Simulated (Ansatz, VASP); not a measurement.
## Ge: VASP beside Ansatz

```
CELL_PARAMETERS angstrom
3.59519 0.00000 0.00000
-1.79760 3.11353 0.00000
0.00000 0.00000 5.99039
ATOMIC_POSITIONS crystal
Ge 0.00000 0.00000 0.80256
Ge 0.00000 0.00000 0.19744
Ge 0.33333 0.66667 0.61461
Ge 0.66667 0.33333 0.38539
```

Alike in both runs: task single point; functional PBE; k mesh 6 × 6 × 4; occupations gaussian, width 0.1 eV; no spin polarisation.

|  | VASP | Ansatz |
| --- | --- | --- |
| version | VASP 6.6.1 | Ansatz 0.2.0 |
| potentials or method | VASP PAW PBE potentials, release 64 (Ge_d), cutoff 520 eV | scalar-relativistic, plane waves, PAW |
| valence electrons in the cell | 56 | 56 |

```tsv
	VASP	Ansatz	Ansatz less VASP
gap on the k mesh at the Fermi level (eV)	none	none	-
rms of the force components (eV/Å)	0.892	0.886	-0.0056
```

Atom by atom the forces differ by 0.007 eV/Å (rms over components). A gap of «none» marks a metal or a gap that the smearing closes.
